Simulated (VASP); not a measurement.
RuAu: single point with PBEsol

RuAu:

```
Ru Au
1.0
     3.16481    0.00000    0.00000
     0.00000    3.16481    0.00000
     0.00000    0.00000    3.16481
Ru Au
1 1
Direct
  0.00000 0.00000 0.00000
  0.50000 0.50000 0.50000
```

* Program: VASP 6.6.1
* Task: single point
* Functional: PBEsol
* Potentials or basis: VASP PAW PBE potentials, release 64 (Ru_pv, Au)
* Cutoff: 520 eV
* k mesh: 8 × 8 × 8
* Occupations: fermi-dirac, width 0.05 eV
* Spin: no spin polarisation

```yaml
Pressure: -9.1 GPa
```

Levels at points of the mesh, in eV from the Fermi level:
| k point | band 8 | band 9 | band 10 | band 11 | band 12 | band 13 | band 14 | band 15 | band 16 | band 17 |
| --- | --- | --- | --- | --- | --- | --- | --- | --- | --- | --- |
| (0.00, 0.00, 0.00) | -4.30 | -4.30 | -1.13 | -1.13 | 0.54 | 0.54 | 0.54 | 7.55 | 7.55 | 7.55 |
| (0.50, 0.00, 0.00) | -4.40 | -3.62 | -2.85 | -1.74 | -1.70 | -1.70 | -0.50 | 1.40 | 11.15 | 14.18 |
| (0.50, 0.50, 0.00) | -2.75 | -2.30 | -0.77 | 0.17 | 0.17 | 0.47 | 0.81 | 0.81 | 5.59 | 7.84 |
| (0.50, 0.50, 0.50) | -3.54 | -3.54 | -2.70 | -2.70 | 0.54 | 0.54 | 3.33 | 8.50 | 8.83 | 8.83 |

It took 12 s on 1 thread of Intel(R) Xeon(R) Platinum 8488C (Sapphire Rapids), on a shared host, peak memory 0.15 GiB.

Caveat: the PAW data sets were made with another functional, which shifts forces and pressure a little; spin-orbit coupling is left out, which moves the levels of the heavy elements.
